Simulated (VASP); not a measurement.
# CsCl (Pm-3m) in VASP: relaxation of cell and atoms with HSE06

Aim: the relaxation of cell and atoms of CsCl with HSE06.

Program: VASP 6.6.1. These are calculated values, not measurements. Logs are shortened: lines on timing, memory, paths and dates and some standing lists are left out, and cuts for length are marked.

## (1) The cell of the first run

The structure is cubic, space group Pm-3m (No. 221). The conventional cell has a = 4.137 Å, b = 4.137 Å, c = 4.137 Å, α = 90.00°, β = 90.00°, γ = 90.00°. Cs (site symmetry m-3m) has 8 Cl at 3.58 Å and 6 Cs at 4.14 Å within 4.7 Å. Within 4.7 Å of Cl (site symmetry m-3m) lie 8 Cs at 3.58 Å and 6 Cl at 4.14 Å.

## (2) Relaxation of cell and atoms, HSE06

POSCAR reads:

```
CsCl
1.0
    4.1368323595      0.0000000000      0.0000000000
    0.0000000000      4.1368323595      0.0000000000
    0.0000000000      0.0000000000      4.1368323595
Cs Cl
1 1
Direct
    0.0000000000      0.0000000000      0.0000000000
    0.5000000000      0.5000000000      0.5000000000
```

INCAR.step1 reads:

```
  PREC = Accurate
  ENCUT = 500
  EDIFF = 1E-5
  ISMEAR = -1
  SIGMA = 0.02
  LREAL = F
  LASPH = T
  NELM = 120
  ALGO = Normal
  LWAVE = T
  LCHARG = F
  GGA = PE
  NBANDS = 15
  GGA_COMPAT = F
  IBRION = 2
  ISIF = 3
  EDIFFG = -0.005
  NELMIN = 4
  NSW = 100
```

INCAR.step2 reads:

```
  PREC = Accurate
  ENCUT = 500
  EDIFF = 1E-7
  ISMEAR = -1
  SIGMA = 0.02
  LREAL = F
  LASPH = T
  NELM = 120
  ALGO = Normal
  ISIF = 3
  LWAVE = F
  LCHARG = F
  GGA = PE
  LHFCALC = T
  HFSCREEN = 0.2079
  PRECFOCK = Normal
  IBRION = 2
  NSW = 80
  EDIFFG = -0.005
  ISTART = 1
  GGA_COMPAT = F
  NELMIN = 4
```

KPOINTS reads:

```
regular mesh
0
Gamma
  4 4 4
```

Potentials or basis: VASP PAW PBE potentials, release 64 (Cs_sv, Cl).

Run with:

```console
$ cat potpaw_PBE.64/Cs_sv/POTCAR potpaw_PBE.64/Cl/POTCAR > POTCAR
$ cp INCAR.step1 INCAR
$ mpirun -np 1 vasp_std > vasp.out
$ cp INCAR.step2 INCAR
$ mpirun -np 1 vasp_std > vasp.out
```

OUTCAR:

```text
PREC = Accurate
   ENCUT = 500
   EDIFF = 1E-7
   ISMEAR = -1
   LREAL = F
   LASPH = T
   NELM = 120
   ISIF = 3
   GGA = PE
   LHFCALC = T
   HFSCREEN = 0.2079
   PRECFOCK = Normal
   IBRION = 2
   NSW = 80
   EDIFFG = -0.005
   ISTART = 1
   NELMIN = 4

 ion  position               nearest neighbor table
   1  0.000  0.000  0.000-
   2  0.500  0.500  0.500-

  LATTYP: Found a simple cubic cell.
 ALAT       =     4.1368323595

  Lattice vectors:

 A1 = (   4.1368323595,   0.0000000000,   0.0000000000)
 A2 = (   0.0000000000,   4.1368323595,   0.0000000000)
 A3 = (   0.0000000000,   0.0000000000,   4.1368323595)

Analysis of symmetry for initial positions (statically):
=====================================================================
 Subroutine PRICEL returns:
 Original cell was already a primitive cell.

 Routine SETGRP: Setting up the symmetry group for a
 simple cubic supercell.

 Subroutine GETGRP returns: Found 48 space group operations
 (whereof 48 operations were pure point group operations)
 out of a pool of 48 trial point group operations.

The static configuration has the point symmetry O_h .

Analysis of symmetry for dynamics (positions and initial velocities):
=====================================================================
 Subroutine PRICEL returns:
 Original cell was already a primitive cell.

 Routine SETGRP: Setting up the symmetry group for a
 simple cubic supercell.

 Subroutine GETGRP returns: Found 48 space group operations
 (whereof 48 operations were pure point group operations)
 out of a pool of 48 trial point group operations.

The dynamic configuration has the point symmetry O_h .

 Subroutine INISYM returns: Found 48 space group operations
 (whereof 48 operations are pure point group operations),
 and found     1 'primitive' translations

----------------------------------------------------------------------------------------

                                     Primitive cell

  volume of cell :      70.7952

  direct lattice vectors                    reciprocal lattice vectors
     4.136832359  0.000000000  0.000000000     0.241730849  0.000000000  0.000000000
     0.000000000  4.136832359  0.000000000     0.000000000  0.241730849  0.000000000
     0.000000000  0.000000000  4.136832359     0.000000000  0.000000000  0.241730849

  length of vectors
     4.136832359  4.136832359  4.136832359     0.241730849  0.241730849  0.241730849

  position of ions in fractional coordinates (direct lattice)
     0.000000000  0.000000000  0.000000000
     0.500000000  0.500000000  0.500000000

  ion indices of the primitive-cell ions
   primitive index   ion index
                 1           1
                 2           2

----------------------------------------------------------------------------------------

 KPOINTS: regular mesh

Automatic generation of k-mesh.
 Grid dimensions read from file:
 generate k-points for:    4    4    4

 Generating k-lattice:

  Cartesian coordinates                     Fractional coordinates (reciprocal lattice)
     0.060432712  0.000000000  0.000000000     0.250000000  0.000000000  0.000000000
     0.000000000  0.060432712  0.000000000     0.000000000  0.250000000  0.000000000
     0.000000000  0.000000000  0.060432712     0.000000000  0.000000000  0.250000000

  Length of vectors
     0.060432712  0.060432712  0.060432712

  Shift w.r.t. Gamma in fractional coordinates (k-lattice)
     0.000000000  0.000000000  0.000000000

 Subroutine IBZKPT returns following result:
 ===========================================

 Found     10 irreducible k-points:

 Following reciprocal coordinates:
            Coordinates               Weight
  0.000000  0.000000  0.000000      1.000000
  0.250000  0.000000  0.000000      6.000000
  0.500000  0.000000  0.000000      3.000000
  0.250000  0.250000  0.000000     12.000000
  0.500000  0.250000  0.000000     12.000000
  0.500000  0.500000  0.000000      3.000000
  0.250000  0.250000  0.250000      8.000000
  0.500000  0.250000  0.250000     12.000000
  0.500000  0.500000  0.250000      6.000000
  0.500000  0.500000  0.500000      1.000000
   k-points           NKPTS =     10   k-points in BZ     NKDIM =     64   number of bands    NBANDS=     12
   number of dos      NEDOS =    301   number of ions     NIONS =      2
   total plane-waves  NPLWV =  27000
   dimension x,y,z NGX =    30 NGY =   30 NGZ =   30
   dimension x,y,z NGXF=    60 NGYF=   60 NGZF=   60
   ions per type =               1   1
   NGX,Y,Z   is equivalent  to a cutoff of  12.06, 12.06, 12.06 a.u.
   NGXF,Y,Z  is equivalent  to a cutoff of  24.11, 24.11, 24.11 a.u.
 SYSTEM =  unknown system
   PREC   = accura    normal or accurate (medium, high low for compatibility)
   ISTART =      1    job   : 0-new  1-cont  2-samecut
   ICHARG =      0    charge: 1-file 2-atom 10-const
   ISPIN  =      1    spin polarized calculation?
   LNONCOLLINEAR =      F non collinear calculations
   LSORBIT =      F    spin-orbit coupling
   LASPH  =      T    aspherical Exc in radial PAW
   ENCUT  =  500.0 eV  36.75 Ry    6.06 a.u.   7.54  7.54  7.54*2*pi/ulx,y,z
   NELM   =    120;   NELMIN=  4; NELMDL=  0     # of ELM steps
   EDIFF  = 0.1E-06   stopping-criterion for ELM
   LREAL  =      F    real-space projection
   EDIFFG = -.5E-02   stopping-criterion for IOM
   NSW    =     80    number of steps for IOM
   IBRION =      2    ionic relax: 0-MD 1-quasi-New 2-CG
   NFREE  =      1    steps in history (QN), initial steepest desc. (CG)
   ISIF   =      3    stress and relaxation
   ISYM   =      3    0-nonsym 1-usesym 2-fastsym
   POTIM  = 0.5000    time-step for ionic-motion
   TEBEG  =    0.0;   TEEND  =   0.0 temperature during run
   PSTRESS=    0.0 pullay stress
   NELECT =      16.0000    total number of electrons
   NUPDOWN=      -1.0000    fix difference up-down
   EMIN   =  10.00;   EMAX   =-10.00  energy-range for DOS
   EFERMI =   0.00;   METHOD = LEGACY
   ISMEAR =    -1;   SIGMA  =   0.02  broadening in eV -4-tet -1-fermi 0-gaus
   EFERMI_NEDOS =   21; number of points for ismear=-14 and -15
   IALGO  =     38    algorithm
   IMIX   =      1    mixing-type and parameters
     AMIX     =   0.40;   BMIX     =  1.00
     AMIX_MAG =   1.60;   BMIX_MAG =  1.00
  volume/ion in A,a.u.               =      35.40       238.87
  Fermi-wavevector in a.u.,A,eV,Ry     =   0.997195  1.884426 13.529613  0.994399
  Thomas-Fermi vector in A             =   2.129335
   LORBIT       =      0    0 simple, 1 ext, 2 COOP (PROOUT), +10 PAW based schemes
   GGA     = PE    functional components
   LHFCALC =     T    Hartree Fock is set to
   PRECFOCK=normal    Normal, Fast or Accurate (Low or Medium for compatibility)
   ENCUT4O =  -1.0   cutoff for four orbital integrals eV
   NKREDX  =     1    reduce k-point grid by
   NKREDY  =     1    reduce k-point grid by
   NKREDZ  =     1    reduce k-point grid by
   AEXX    =    0.2500 exact exchange contribution
   HFSCREEN=    0.2079 screening length (either q_TF or 0.3 A-1)
   HFSCREENC=   0.2079 screening length for correlation (either q_TF or 0.3 A-1)
   ENCUTFOCK=  -1.0 apply spherical cutoff to Coloumb kernel
   IVDW    =     0    specifies the selected vdW correction
   LEPSILON=     F    determine dielectric tensor
   LRPA    =     F    only Hartree local field effects (RPA)
 conjugate gradient relaxation of ions
 non-spin polarized calculation
  energy-cutoff  :      500.00
  volume of cell :       70.80
 maximum number of plane-waves:      1856
  NGX = 24; NGY = 24; NGZ = 24

--------------------------------------- Ionic step        1  -------------------------------------------

 number of electron      15.9999998 magnetization

 Free energy of the ion-electron system (eV)
  ---------------------------------------------------
  ext. energy  EPLUGINS =         0.00000000
  ---------------------------------------------------
  free energy    TOTEN  =        -7.62404110 eV

  energy without entropy =       -7.62404110  energy(sigma->0) =       -7.62404110

------------------------ aborting loop because EDIFF is reached ----------------------------------------

  FORCE on cell =-STRESS in cart. coord.  units (eV):
  Direction    XX          YY          ZZ          XY          YZ          ZX
  --------------------------------------------------------------------------------------
  -------------------------------------------------------------------------------------
  Total        0.2039223      0.2039223      0.2039223      0.0000000      0.0000000      0.0000000
  in kB        4.6149986      4.6149986      4.6149986      0.0000000      0.0000000      0.0000000
  external PRESSURE =       4.6149986 kB  Pullay stress =       0.0000000 kB

 VOLUME and BASIS-vectors are now :
 -----------------------------------------------------------------------------
  energy-cutoff  :      500.00
  volume of cell :       70.80
      direct lattice vectors                 reciprocal lattice vectors
     4.136832359  0.000000000  0.000000000     0.241730849  0.000000000  0.000000000
     0.000000000  4.136832359  0.000000000     0.000000000  0.241730849  0.000000000
     0.000000000  0.000000000  4.136832359     0.000000000  0.000000000  0.241730849
[... 37 lines left out ...]
 POSITION                                       TOTAL-FORCE (eV/Angst)
 -----------------------------------------------------------------------------------
      0.00000      0.00000      0.00000         0.000000      0.000000      0.000000
      2.07859      2.07859      2.07859        -0.000000      0.000000      0.000000
 -----------------------------------------------------------------------------------
    total drift:                               -0.000002     -0.000002     -0.000002

  FREE ENERGIE OF THE ION-ELECTRON SYSTEM (eV)
  ---------------------------------------------------
  free  energy   TOTEN  =        -7.6262155484 eV

  energy  without entropy=       -7.6262155484  energy(sigma->0) =       -7.62621555

--------------------------------------- Ionic step        3  -------------------------------------------

 number of electron      15.9999994 magnetization

 Free energy of the ion-electron system (eV)
  ---------------------------------------------------
  ext. energy  EPLUGINS =         0.00000000
  ---------------------------------------------------
  free energy    TOTEN  =        -7.62679288 eV

  energy without entropy =       -7.62679288  energy(sigma->0) =       -7.62679288

 E-fermi :  -0.9431     XC(G=0):  -6.7517

 val. band max:       -1.4638330558   @ k =   0.0000   0.0000   0.0000
 cond. band min:       4.9299132000   @ k =   0.0000   0.0000   0.0000
 fundamental gap:      6.3937462559
 Fermi energy:        -0.9431228995

 k-point     1 :       0.0000    0.0000    0.0000
  band No.  band energies     occupation
      1     -22.1144      2.00000
      2     -14.7445      2.00000
      3      -7.6060      2.00000
      4      -7.6060      2.00000
      5      -7.6060      2.00000
      6      -1.4638      2.00000
      7      -1.4638      2.00000
      8      -1.4638      2.00000
      9       4.9299      0.00000
     10       5.2385      0.00000
     11       5.2385      0.00000
     12       9.9823      0.00000

 k-point     2 :       0.2500    0.0000    0.0000
  band No.  band energies     occupation
      1     -22.0755      2.00000
      2     -14.7591      2.00000
      3      -7.8755      2.00000
      4      -7.5385      2.00000
      5      -7.5385      2.00000
      6      -2.0865      2.00000
      7      -1.5680      2.00000
      8      -1.5680      2.00000
      9       5.6465      0.00000
     10       6.1103      0.00000
     11       6.6324      0.00000
     12       9.5860      0.00000
[... 140 lines left out ...]
 POSITION                                       TOTAL-FORCE (eV/Angst)
 -----------------------------------------------------------------------------------
      0.00000      0.00000      0.00000         0.000000      0.000000      0.000000
      2.08809      2.08809      2.08809        -0.000000      0.000000      0.000000
 -----------------------------------------------------------------------------------
    total drift:                                0.000006      0.000006      0.000006

  FREE ENERGIE OF THE ION-ELECTRON SYSTEM (eV)
  ---------------------------------------------------
  free  energy   TOTEN  =        -7.6267928843 eV

  energy  without entropy=       -7.6267928843  energy(sigma->0) =       -7.62679288

 reached required accuracy - stopping structural energy minimisation
```

It took 24 min on 1 thread of AMD EPYC 7R13 (Zen 3), shared host; peak memory 0.25 GiB.

Results:

```yaml
Free_energy: -7.6268 eV
Relaxed_volume: 36.42 Å³/atom
Relaxed_cell: a = 4.176 Å, b = 4.176 Å, c = 4.176 Å, α = 90.00°, β = 90.00°, γ = 90.00°
Space_group_after_relaxing_to_0.1_Å: Pm-3m (No. 221)
Energy_gained_by_relaxing: 1.4 meV/atom
Ionic_steps: 3
Pressure_after_relaxing: 0.0 GPa
Band_gap_on_the_k_mesh: 6.39 eV
```

Step by step:
```tsv
step	energy change (eV)	largest force (eV/Å)	pressure (GPa)	volume (Å³)
1	0.0000	0.0000	0.46	70.80
2	-0.0022	0.0000	0.21	71.85
3	-0.0028	0.0000	-0.01	72.83
```

Final structure:
```yaml
crystal:
  lattice:
    - [4.17617, 0.00000, 0.00000]
    - [0.00000, 4.17617, 0.00000]
    - [0.00000, 0.00000, 4.17617]
  atoms:
    - { symbol: Cs, position: [0.00000, 0.00000, 0.00000] }
    - { symbol: Cl, position: [0.50000, 0.50000, 0.50000] }
```

Caveat: the PAW data sets were made with another functional, which shifts forces and pressure a little; spin-orbit coupling is left out, which moves the levels of the heavy elements.
